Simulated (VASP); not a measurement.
# Al3Si2F (P4/mmm) in VASP: single point with PBE

Aim: the single point of Al3Si2F with PBE.

All numbers are computed with VASP 6.6.1; they aren't measurements. Logs are shortened: lines on timing, memory, paths and dates and some standing lists are left out, and cuts for length are marked.

## (1) The cell of the first run

It takes space group P4/mmm (No. 123, tetragonal). The conventional cell has a = 5.006 Å, b = 5.006 Å, c = 4.850 Å, α = 90.00°, β = 90.00°, γ = 90.00°. Al (site symmetry mmm) has 2 Si at 2.43 Å and 2 Al at 2.50 Å within 3.2 Å. Al (site symmetry 4/mmm) has 2 F at 2.43 Å and 4 Al at 2.50 Å within 3.2 Å. Within 3.2 Å of Si (site symmetry mmm) lie 2 Al at 2.43 Å and 2 F at 2.50 Å. F (site symmetry 4/mmm) has 2 Al at 2.43 Å and 4 Si at 2.50 Å within 3.2 Å.

## (2) Single point, PBE

INCAR

```
PREC = Accurate
ENCUT = 600
EDIFF = 1E-6
ISMEAR = 0
SIGMA = 0.15
LREAL = F
LASPH = T
NELM = 120
ALGO = Normal
ISIF = 2
LWAVE = F
LCHARG = F
GGA = PE
NBANDS = 21
GGA_COMPAT = F
```

KPOINTS

```
Automatic mesh
0
Gamma
  3 3 3
```

POSCAR

```
Al3Si2F
1.0
    5.0062222358      0.0000000000      0.0000000000
    0.0000000000      5.0062222358      0.0000000000
    0.0000000000      0.0000000000      4.8501407411
Al Si F
3 2 1
Direct
    0.0000000000      0.5000000000      0.5000000000
    0.5000000000      0.0000000000      0.5000000000
    0.5000000000      0.5000000000      0.5000000000
    0.0000000000      0.5000000000      0.0000000000
    0.5000000000      0.0000000000      0.0000000000
    0.5000000000      0.5000000000      0.0000000000
```

Potentials or basis: VASP PAW PBE potentials, release 64 (Al, Si, F).

Command:

```sh
$ cat potpaw_PBE.64/Al/POTCAR potpaw_PBE.64/Si/POTCAR potpaw_PBE.64/F/POTCAR > POTCAR
$ mpirun -np 1 vasp_std > vasp.out
```

OUTCAR:

```text
PREC = Accurate
   ENCUT = 600
   EDIFF = 1E-6
   ISMEAR = 0
   LREAL = F
   LASPH = T
   NELM = 120
   ISIF = 2
   GGA = PE

 ion  position               nearest neighbor table
   1  0.000  0.500  0.500-   4 2.43   4 2.43   3 2.50   3 2.50
   2  0.500  0.000  0.500-   5 2.43   5 2.43   3 2.50   3 2.50
   3  0.500  0.500  0.500-   6 2.43   6 2.43   1 2.50   2 2.50   2 2.50   1 2.50
   4  0.000  0.500  0.000-   1 2.43   1 2.43   6 2.50   6 2.50
   5  0.500  0.000  0.000-   2 2.43   2 2.43   6 2.50   6 2.50
   6  0.500  0.500  0.000-   3 2.43   3 2.43   5 2.50   4 2.50   5 2.50   4 2.50

  LATTYP: Found a simple tetragonal cell.
 ALAT       =     5.0062222358
 C/A-ratio  =     0.9688224998

  Lattice vectors:

 A1 = (   5.0062222358,   0.0000000000,   0.0000000000)
 A2 = (   0.0000000000,   5.0062222358,   0.0000000000)
 A3 = (   0.0000000000,   0.0000000000,   4.8501407411)

Analysis of symmetry for initial positions (statically):
=====================================================================
 Subroutine PRICEL returns:
 Original cell was already a primitive cell.

 Routine SETGRP: Setting up the symmetry group for a
 simple tetragonal supercell.

 Subroutine GETGRP returns: Found 16 space group operations
 (whereof 16 operations were pure point group operations)
 out of a pool of 16 trial point group operations.

The static configuration has the point symmetry D_4h.

Analysis of symmetry for dynamics (positions and initial velocities):
=====================================================================
 Subroutine PRICEL returns:
 Original cell was already a primitive cell.

 Routine SETGRP: Setting up the symmetry group for a
 simple tetragonal supercell.

 Subroutine GETGRP returns: Found 16 space group operations
 (whereof 16 operations were pure point group operations)
 out of a pool of 16 trial point group operations.

The dynamic configuration has the point symmetry D_4h.

 Subroutine INISYM returns: Found 16 space group operations
 (whereof 16 operations are pure point group operations),
 and found     1 'primitive' translations

----------------------------------------------------------------------------------------

                                     Primitive cell

  volume of cell :     121.5555

  direct lattice vectors                    reciprocal lattice vectors
     5.006222236  0.000000000  0.000000000     0.199751420  0.000000000  0.000000000
     0.000000000  5.006222236  0.000000000     0.000000000  0.199751420  0.000000000
     0.000000000  0.000000000  4.850140741     0.000000000  0.000000000  0.206179584

  length of vectors
     5.006222236  5.006222236  4.850140741     0.199751420  0.199751420  0.206179584

  position of ions in fractional coordinates (direct lattice)
     0.000000000  0.500000000  0.500000000
     0.500000000  0.000000000  0.500000000
     0.500000000  0.500000000  0.500000000
     0.000000000  0.500000000  0.000000000
     0.500000000  0.000000000  0.000000000
     0.500000000  0.500000000  0.000000000

  ion indices of the primitive-cell ions
   primitive index   ion index
                 1           1
                 2           2
                 3           3
                 4           4
                 5           5
                 6           6

----------------------------------------------------------------------------------------

 KPOINTS: Automatic mesh

Automatic generation of k-mesh.
 Grid dimensions read from file:
 generate k-points for:    3    3    3

 Generating k-lattice:

  Cartesian coordinates                     Fractional coordinates (reciprocal lattice)
     0.066583807  0.000000000  0.000000000     0.333333333  0.000000000  0.000000000
     0.000000000  0.066583807  0.000000000     0.000000000  0.333333333  0.000000000
     0.000000000  0.000000000  0.068726528     0.000000000  0.000000000  0.333333333

  Length of vectors
     0.066583807  0.066583807  0.068726528

  Shift w.r.t. Gamma in fractional coordinates (k-lattice)
     0.000000000  0.000000000  0.000000000

 Subroutine IBZKPT returns following result:
 ===========================================

 Found      6 irreducible k-points:

 Following reciprocal coordinates:
            Coordinates               Weight
  0.000000  0.000000  0.000000      1.000000
  0.333333  0.000000  0.000000      4.000000
  0.333333  0.333333  0.000000      4.000000
  0.000000  0.000000  0.333333      2.000000
  0.333333  0.000000  0.333333      8.000000
  0.333333  0.333333  0.333333      8.000000
   k-points           NKPTS =      6   k-points in BZ     NKDIM =      6   number of bands    NBANDS=     21
   number of dos      NEDOS =    301   number of ions     NIONS =      6
   total plane-waves  NPLWV =  64000
   dimension x,y,z NGX =    40 NGY =   40 NGZ =   40
   dimension x,y,z NGXF=    80 NGYF=   80 NGZF=   80
   ions per type =               3   2   1
   NGX,Y,Z   is equivalent  to a cutoff of  13.28, 13.28, 13.71 a.u.
   NGXF,Y,Z  is equivalent  to a cutoff of  26.57, 26.57, 27.42 a.u.
 SYSTEM =  unknown system
   PREC   = accura    normal or accurate (medium, high low for compatibility)
   ISTART =      0    job   : 0-new  1-cont  2-samecut
   ICHARG =      2    charge: 1-file 2-atom 10-const
   ISPIN  =      1    spin polarized calculation?
   LNONCOLLINEAR =      F non collinear calculations
   LSORBIT =      F    spin-orbit coupling
   LASPH  =      T    aspherical Exc in radial PAW
   ENCUT  =  600.0 eV  44.10 Ry    6.64 a.u.  10.00 10.00  9.69*2*pi/ulx,y,z
   NELM   =    120;   NELMIN=  2; NELMDL= -5     # of ELM steps
   EDIFF  = 0.1E-05   stopping-criterion for ELM
   LREAL  =      F    real-space projection
   EDIFFG = 0.1E-04   stopping-criterion for IOM
   NSW    =      0    number of steps for IOM
   IBRION =     -1    ionic relax: 0-MD 1-quasi-New 2-CG
   NFREE  =      0    steps in history (QN), initial steepest desc. (CG)
   ISIF   =      2    stress and relaxation
   ISYM   =      2    0-nonsym 1-usesym 2-fastsym
   POTIM  = 0.5000    time-step for ionic-motion
   TEBEG  =    0.0;   TEEND  =   0.0 temperature during run
   PSTRESS=    0.0 pullay stress
   NELECT =      24.0000    total number of electrons
   NUPDOWN=      -1.0000    fix difference up-down
   EMIN   =  10.00;   EMAX   =-10.00  energy-range for DOS
   EFERMI =   0.00;   METHOD = LEGACY
   ISMEAR =     0;   SIGMA  =   0.15  broadening in eV -4-tet -1-fermi 0-gaus
   EFERMI_NEDOS =   21; number of points for ismear=-14 and -15
   IALGO  =     38    algorithm
   IMIX   =      4    mixing-type and parameters
     AMIX     =   0.40;   BMIX     =  1.00
     AMIX_MAG =   1.60;   BMIX_MAG =  1.00
  volume/ion in A,a.u.               =      20.26       136.72
  Fermi-wavevector in a.u.,A,eV,Ry     =   0.953280  1.801438 12.364190  0.908742
  Thomas-Fermi vector in A             =   2.081920
   LORBIT       =      0    0 simple, 1 ext, 2 COOP (PROOUT), +10 PAW based schemes
   GGA     = PE    functional components
   LHFCALC =     F    Hartree Fock is set to
   AEXX    =    0.0000 exact exchange contribution
   IVDW    =     0    specifies the selected vdW correction
   LEPSILON=     F    determine dielectric tensor
   LRPA    =     F    only Hartree local field effects (RPA)
 non-spin polarized calculation
 Gauss-broadening in eV      SIGMA  =   0.15
  energy-cutoff  :      600.00
  volume of cell :      121.56
 maximum number of plane-waves:      4094
 NGX is ok and might be reduce to    40
   NGX = 19   NGY = 19   NGZ = 19

 number of electron      24.0000003 magnetization

 Free energy of the ion-electron system (eV)
  ---------------------------------------------------
  ext. energy  EPLUGINS =         0.00000000
  ---------------------------------------------------
  free energy    TOTEN  =       -22.29795253 eV

  energy without entropy =      -22.25756997  energy(sigma->0) =      -22.27776125

 E-fermi :   4.6392     XC(G=0):  -9.0765

 val. band max:        4.5828308563   @ k =   0.3333   0.3333   0.3333
 cond. band min:       4.7287828741   @ k =   0.0000   0.0000   0.3333
 fundamental gap:      0.1459520178
 Fermi energy:         4.6392392624

 k-point     1 :       0.0000    0.0000    0.0000
  band No.  band energies     occupation
      1     -19.6916      2.00000
      2      -5.0077      2.00000
      3      -2.5211      2.00000
      4      -2.1465      2.00000
      5      -2.0895      2.00000
      6      -2.0895      2.00000
[... 13 lines left out ...]
     20       8.3218      0.00000
     21       9.0698      0.00000

 k-point     2 :       0.3333    0.0000    0.0000
  band No.  band energies     occupation
      1     -19.6885      2.00000
      2      -4.7337      2.00000
      3      -3.7549      2.00000
      4      -2.0574      2.00000
      5      -2.0380      2.00000
      6      -0.9134      2.00000
[... 13 lines left out ...]
     20       8.9902      0.00000
     21       9.6002      0.00000

 k-point     3 :       0.3333    0.3333    0.0000
  band No.  band energies     occupation
      1     -19.6855      2.00000
      2      -4.5605      2.00000
      3      -4.1294      2.00000
      4      -1.9752      2.00000
      5      -1.7904      2.00000
      6      -0.6482      2.00000
[... 13 lines left out ...]
     20       9.3301      0.00000
     21      10.1636      0.00000

 k-point     4 :       0.0000    0.0000    0.3333
  band No.  band energies     occupation
      1     -19.6875      2.00000
      2      -4.5682      2.00000
      3      -3.1097      2.00000
      4      -2.0372      2.00000
      5      -1.9907      2.00000
      6      -1.9907      2.00000
[... 13 lines left out ...]
     20       8.6896      0.00000
     21       8.8787      0.00000

 k-point     5 :       0.3333    0.0000    0.3333
  band No.  band energies     occupation
      1     -19.6845      2.00000
      2      -4.2742      2.00000
      3      -3.5565      2.00000
      4      -2.6472      2.00000
      5      -1.9507      2.00000
      6      -1.1557      2.00000
[... 13 lines left out ...]
     20       9.5338      0.00000
     21      11.5348      0.00000

 k-point     6 :       0.3333    0.3333    0.3333
  band No.  band energies     occupation
      1     -19.6816      2.00000
      2      -4.0966      2.00000
      3      -3.7160      2.00000
      4      -3.0594      2.00000
      5      -1.1397      2.00000
      6      -0.9910      2.00000
[... 13 lines left out ...]
     20       9.6718      0.00000
     21      10.6403      0.00000

------------------------ aborting loop because EDIFF is reached ----------------------------------------

  FORCE on cell =-STRESS in cart. coord.  units (eV):
  Direction    XX          YY          ZZ          XY          YZ          ZX
  --------------------------------------------------------------------------------------
  -------------------------------------------------------------------------------------
  Total        0.3917006      0.3917006      0.5346346      0.0000000      0.0000000      0.0000000
  in kB        5.1628587      5.1628587      7.0468186      0.0000000      0.0000000      0.0000000
  external PRESSURE =       5.7908454 kB  Pullay stress =       0.0000000 kB

 VOLUME and BASIS-vectors are now :
 -----------------------------------------------------------------------------
  energy-cutoff  :      600.00
  volume of cell :      121.56
      direct lattice vectors                 reciprocal lattice vectors
     5.006222236  0.000000000  0.000000000     0.199751420  0.000000000  0.000000000
     0.000000000  5.006222236  0.000000000     0.000000000  0.199751420  0.000000000
     0.000000000  0.000000000  4.850140741     0.000000000  0.000000000  0.206179584

 POSITION                                       TOTAL-FORCE (eV/Angst)
 -----------------------------------------------------------------------------------
      0.00000      2.50311      2.42507         0.000000      0.000000      0.000000
      2.50311      0.00000      2.42507         0.000000      0.000000      0.000000
      2.50311      2.50311      2.42507         0.000000      0.000000      0.000000
      0.00000      2.50311      0.00000         0.000000      0.000000      0.000000
      2.50311      0.00000      0.00000         0.000000      0.000000      0.000000
      2.50311      2.50311      0.00000         0.000000      0.000000      0.000000
 -----------------------------------------------------------------------------------
    total drift:                                0.000000      0.000000     -0.000000

  FREE ENERGIE OF THE ION-ELECTRON SYSTEM (eV)
  ---------------------------------------------------
  free  energy   TOTEN  =       -22.2979525347 eV

  energy  without entropy=      -22.2575699671  energy(sigma->0) =      -22.27776125
```

Wall time 11 s (1 thread of Intel Xeon Platinum 8559C (Emerald Rapids), shared host); peak memory 0.23 GiB.

Results:

```yaml
Free_energy: -22.2980 eV
Pressure: 0.6 GPa
Band_gap_on_the_k_mesh: zero (band 12 reaches 5.03 eV, above the bottom of band 13 at 4.06 eV)
```

Caveat: the k points lie up to 0.43 Å⁻¹ apart.
